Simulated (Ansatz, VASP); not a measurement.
# Sb: VASP beside Ansatz

```
Sb
1.0
     4.59432    0.00000    0.00000
     0.00000    4.59432    0.00000
     0.00000    0.00000    4.59432
Sb
3
Direct
  0.00000 0.00000 0.50000
  0.00000 0.50000 0.00000
  0.50000 0.00000 0.00000
```

Alike in both runs: task relaxation of cell and atoms; functional PBE; k mesh 10 × 10 × 10; occupations gaussian, width 0.1 eV; no spin polarisation.

|  | VASP | Ansatz |
| --- | --- | --- |
| version | VASP 6.6.1 | Ansatz 0.2.0 |
| potentials or method | VASP PAW PBE potentials, release 64 (Sb), cutoff 600 eV | scalar-relativistic, plane waves, PAW |
| valence electrons in the cell | 15 | 45 |

Ansatz gave:

- gap on the k mesh at the Fermi level, each at its own relaxed structure (eV): none
- relaxed volume (Å³/atom): 31.96
- relaxed cell length with the largest relative difference (Å): 4.577

Estimate VASP's values.

gap on the k mesh at the Fermi level, each at its own relaxed structure (eV): none; relaxed volume (Å³/atom): 31.92; relaxed cell length with the largest relative difference (Å): 4.575.

A gap of «none» marks a metal or a gap that the smearing closes. VASP's potentials hold 15 valence electrons a cell and Ansatz's 45, so a difference there can come from the potentials and not from the codes.

Spin-orbit coupling is off throughout.
